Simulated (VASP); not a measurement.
# Cu (I4/mmm) in VASP: notebook

Runs on Cu. Level: PBEsol. Tasks: single point.

Program: VASP 6.6.1. These are calculated values, not measurements. Logs are shortened: lines on timing, memory, paths and dates and some standing lists are left out, and cuts for length are marked.

**1. The cell of the first run**

Symmetry: I4/mmm, No. 139, tetragonal system. Conventional cell: a = 2.886 Å, b = 2.886 Å, c = 2.752 Å, α = 90.00°, β = 90.00°, γ = 90.00°. Cu (site symmetry 4/mmm) has 14 Cu at 2.46 to 2.89 Å within 3.2 Å.

**2. Single point, PBEsol**

The input, INCAR:

```
SYSTEM = Cu
ALGO = Normal
EDIFF = 1E-7
ENCUT = 520
GGA = PS
ISIF = 2
ISMEAR = -1
LASPH = .TRUE.
LCHARG = .FALSE.
LREAL = .FALSE.
LWAVE = .FALSE.
NBANDS = 12
NELM = 80
PREC = Accurate
SIGMA = 0.2
```

The input, KPOINTS:

```
k-points
0
G
  15 15 15
  0 0 0
```

The input, POSCAR:

```
Cu
1.0
   -1.4427900000      1.4427900000      1.3760800000
    1.4427900000     -1.4427900000      1.3760800000
    1.4427900000      1.4427900000     -1.3760800000
Cu
1
Direct
    0.0000000000      0.0000000000      0.0000000000
```

Potentials or basis: VASP PAW PBE potentials, release 64 (Cu).

Started as:

```sh
$ cat potpaw_PBE.64/Cu/POTCAR > POTCAR
$ mpirun -np 1 vasp_std > vasp.out
```

OUTCAR:

```text
SYSTEM = Cu
   EDIFF = 1E-7
   ENCUT = 520
   GGA = PS
   ISIF = 2
   ISMEAR = -1
   LASPH = .TRUE.
   LREAL = .FALSE.
   NELM = 80
   PREC = Accurate

 ion  position               nearest neighbor table
   1  0.000  0.000  0.000-

  LATTYP: Found a body centered tetragonal cell.
 ALAT       =     2.8855800000
 C/A-ratio  =     0.9537631949

  Lattice vectors:

 A1 = (  -1.4427900000,   1.4427900000,   1.3760800000)
 A2 = (   1.4427900000,  -1.4427900000,   1.3760800000)
 A3 = (   1.4427900000,   1.4427900000,  -1.3760800000)

Analysis of symmetry for initial positions (statically):
=====================================================================
 Subroutine PRICEL returns:
 Original cell was already a primitive cell.

 Routine SETGRP: Setting up the symmetry group for a
 body centered tetragonal supercell.

 Subroutine GETGRP returns: Found 16 space group operations
 (whereof 16 operations were pure point group operations)
 out of a pool of 16 trial point group operations.

The static configuration has the point symmetry D_4h.

Analysis of symmetry for dynamics (positions and initial velocities):
=====================================================================
 Subroutine PRICEL returns:
 Original cell was already a primitive cell.

 Routine SETGRP: Setting up the symmetry group for a
 body centered tetragonal supercell.

 Subroutine GETGRP returns: Found 16 space group operations
 (whereof 16 operations were pure point group operations)
 out of a pool of 16 trial point group operations.

The dynamic configuration has the point symmetry D_4h.

 Subroutine INISYM returns: Found 16 space group operations
 (whereof 16 operations are pure point group operations),
 and found     1 'primitive' translations

----------------------------------------------------------------------------------------

                                     Primitive cell

  volume of cell :      11.4580

  direct lattice vectors                    reciprocal lattice vectors
    -1.442790000  1.442790000  1.376080000     0.000000000  0.346550780  0.363350968
     1.442790000 -1.442790000  1.376080000     0.346550780  0.000000000  0.363350968
     1.442790000  1.442790000 -1.376080000     0.346550780  0.346550780  0.000000000

  length of vectors
     2.461073370  2.461073370  2.461073370     0.502116888  0.502116888  0.490096813

  position of ions in fractional coordinates (direct lattice)
     0.000000000  0.000000000  0.000000000

  ion indices of the primitive-cell ions
   primitive index   ion index
                 1           1
[... 74 lines left out ...]
   EDIFFG = 0.1E-05   stopping-criterion for IOM
   NSW    =      0    number of steps for IOM
   IBRION =     -1    ionic relax: 0-MD 1-quasi-New 2-CG
   NFREE  =      0    steps in history (QN), initial steepest desc. (CG)
   ISIF   =      2    stress and relaxation
   ISYM   =      2    0-nonsym 1-usesym 2-fastsym
   POTIM  = 0.5000    time-step for ionic-motion
   TEBEG  =    0.0;   TEEND  =   0.0 temperature during run
   PSTRESS=    0.0 pullay stress
   NELECT =      11.0000    total number of electrons
   NUPDOWN=      -1.0000    fix difference up-down
   EMIN   =  10.00;   EMAX   =-10.00  energy-range for DOS
   EFERMI =   0.00;   METHOD = LEGACY
   ISMEAR =    -1;   SIGMA  =   0.20  broadening in eV -4-tet -1-fermi 0-gaus
   EFERMI_NEDOS =   21; number of points for ismear=-14 and -15
   IALGO  =     38    algorithm
   IMIX   =      4    mixing-type and parameters
     AMIX     =   0.40;   BMIX     =  1.00
     AMIX_MAG =   1.60;   BMIX_MAG =  1.00
  volume/ion in A,a.u.               =      11.46        77.32
  Fermi-wavevector in a.u.,A,eV,Ry     =   1.614987  3.051883 35.486493  2.608184
  Thomas-Fermi vector in A             =   2.709807
   LORBIT       =      0    0 simple, 1 ext, 2 COOP (PROOUT), +10 PAW based schemes
   GGA     = PS    functional components
   LHFCALC =     F    Hartree Fock is set to
   AEXX    =    0.0000 exact exchange contribution
   IVDW    =     0    specifies the selected vdW correction
   LEPSILON=     F    determine dielectric tensor
   LRPA    =     F    only Hartree local field effects (RPA)
 non-spin polarized calculation
  energy-cutoff  :      520.00
  volume of cell :       11.46
 maximum number of plane-waves:       327
   NGX =  9   NGY =  9   NGZ =  9

 number of electron      10.9999998 magnetization

 Free energy of the ion-electron system (eV)
  ---------------------------------------------------
  ext. energy  EPLUGINS =         0.00000000
  ---------------------------------------------------
  free energy    TOTEN  =        -4.29283365 eV

  energy without entropy =       -4.25432392  energy(sigma->0) =       -4.27357879

 E-fermi :   7.7652     XC(G=0): -13.0871

 val. band max:        7.7640357229   @ k =   0.4667   0.0667  -0.0000
 cond. band min:       7.7945370791   @ k =  -0.1333  -0.4000   0.0667
 fundamental gap:      0.0305013562
 Fermi energy:         7.7652147506

 k-point     1 :       0.0000    0.0000    0.0000
  band No.  band energies     occupation
      1      -1.8364      2.00000
      2       4.4519      2.00000
      3       4.6485      2.00000
      4       4.6485      2.00000
      5       5.5286      1.99997
      6       5.7377      1.99992
      7      32.6349      0.00000
      8      32.6349      0.00000
      9      33.8805      0.00000
     10      36.6632      0.00000
     11      36.6632      0.00000
     12      36.7061      0.00000
[... 331 lines left out ...]
 k-point    24 :       0.2000    0.1333   -0.0000
  band No.  band energies     occupation
      1       1.2372      2.00000
      2       4.1326      2.00000
      3       4.2962      2.00000
      4       5.4543      1.99998
      5       5.7733      1.99991
      6       5.8667      1.99985
      7      21.2549      0.00000
      8      23.4354      0.00000
      9      27.0819      0.00000
     10      32.2709      0.00000
     11      35.2041      0.00000
     12      36.9704      0.00000

 [... further k-points ...]
[... 5 lines left out ...]
  --------------------------------------------------------------------------------------
  -------------------------------------------------------------------------------------
  Total       -0.0349833     -0.0349833     -0.0453829      0.0000000     -0.0000000     -0.0000000
  in kB       -4.8917195     -4.8917195     -6.3459021      0.0000000     -0.0000000     -0.0000000
  external PRESSURE =      -5.3764471 kB  Pullay stress =       0.0000000 kB

 VOLUME and BASIS-vectors are now :
 -----------------------------------------------------------------------------
  energy-cutoff  :      520.00
  volume of cell :       11.46
      direct lattice vectors                 reciprocal lattice vectors
    -1.442790000  1.442790000  1.376080000     0.000000000  0.346550780  0.363350968
     1.442790000 -1.442790000  1.376080000     0.346550780  0.000000000  0.363350968
     1.442790000  1.442790000 -1.376080000     0.346550780  0.346550780  0.000000000

 POSITION                                       TOTAL-FORCE (eV/Angst)
 -----------------------------------------------------------------------------------
      0.00000      0.00000      0.00000         0.000000     -0.000000     -0.000000
 -----------------------------------------------------------------------------------
    total drift:                                0.000000     -0.000000      0.000000

  FREE ENERGIE OF THE ION-ELECTRON SYSTEM (eV)
  ---------------------------------------------------
  free  energy   TOTEN  =        -4.2928336518 eV

  energy  without entropy=       -4.2543239228  energy(sigma->0) =       -4.27357879
```

OSZICAR:

```text
N       E                     dE             d eps       ncg     rms          rms(c)
DAV:   1     0.421849613318E+02    0.42185E+02   -0.54045E+03  7668   0.155E+03
DAV:   2    -0.409519013518E+01   -0.46280E+02   -0.42825E+02  7156   0.207E+02
DAV:   3    -0.538007093755E+01   -0.12849E+01   -0.12772E+01  8004   0.393E+01
DAV:   4    -0.538740361609E+01   -0.73327E-02   -0.73316E-02  7844   0.266E+00
DAV:   5    -0.538747018276E+01   -0.66567E-04   -0.66566E-04  8020   0.257E-01    0.836E+00
DAV:   6    -0.472420188419E+01    0.66327E+00   -0.16441E+01  8012   0.783E+01    0.417E+00
DAV:   7    -0.430794667895E+01    0.41626E+00   -0.25545E+00  8104   0.305E+01    0.614E-01
DAV:   8    -0.429426009962E+01    0.13687E-01   -0.53249E-03  8008   0.921E-01    0.278E-01
DAV:   9    -0.429282679903E+01    0.14333E-02   -0.76108E-03  8464   0.148E+00    0.254E-02
DAV:  10    -0.429283271707E+01   -0.59180E-05   -0.38790E-05 10076   0.107E-01    0.619E-03
DAV:  11    -0.429283359823E+01   -0.88117E-06   -0.64473E-07  8512   0.156E-02    0.240E-04
DAV:  12    -0.429283365180E+01   -0.53566E-07   -0.98846E-09  4468   0.126E-03
   1 F= -.42928337E+01 E0= -.42735788E+01  d E =-.385097E-01
```

Run time: 42 s. Hardware: 1 thread of Intel Xeon 8259CL, shared host; peak memory 0.15 GiB.

Results:

```yaml
Free_energy: -4.2928 eV
Pressure: -0.5 GPa
Band_gap_on_the_k_mesh: zero (an odd number of electrons rules out a gap without spin polarisation)
```

Stress tensor (GPa, compression positive):
```
-0.49  0.00  0.00
 0.00 -0.49  0.00
 0.00  0.00 -0.63
```

Caveat: the PAW data sets were made with another functional, which shifts forces and pressure a little.

**3. Single point, PBEsol**

The input, INCAR:

```
SYSTEM = Cu
ALGO = Normal ; EDIFF = 1E-7
ENCUT = 520 ; GGA = PS
ISIF = 2 ; ISMEAR = -1
LASPH = .True. ; LCHARG = .False.
LREAL = .False. ; LWAVE = .False.
NBANDS = 12 ; NELM = 80
PREC = Accurate ; SIGMA = 0.1
```

The input, KPOINTS:

```
k-points
0
Gamma
  15 15 15
  0 0 0
```

POSCAR is that of step 2.

Potentials or basis: VASP PAW PBE potentials, release 64 (Cu).

Started as:

```sh
$ cat potpaw_PBE.64/Cu/POTCAR > POTCAR
$ mpirun -np 1 vasp_std > vasp.out
```

It took 44 s on 1 thread of Intel Xeon 8259CL, shared host; peak memory 0.15 GiB.

It converged, with:

```
Free energy            : -4.2791 eV
Pressure               : -0.7 GPa
Band gap on the k mesh : zero (an odd number of electrons rules out a gap without spin polarisation)
```

Stress tensor (GPa, compression positive):
```
-0.59  0.00  0.00
 0.00 -0.59  0.00
 0.00  0.00 -0.80
```

Levels at points of the mesh, in eV from the Fermi level:
| k point | band 4 | band 5 | band 6 | band 7 | band 8 | band 9 |
| --- | --- | --- | --- | --- | --- | --- |
| (0.00, 0.00, 0.00) | -3.07 | -2.19 | -1.99 | 24.90 | 24.90 | 26.15 |

Caveat: the PAW data sets were made with another functional, which shifts forces and pressure a little.
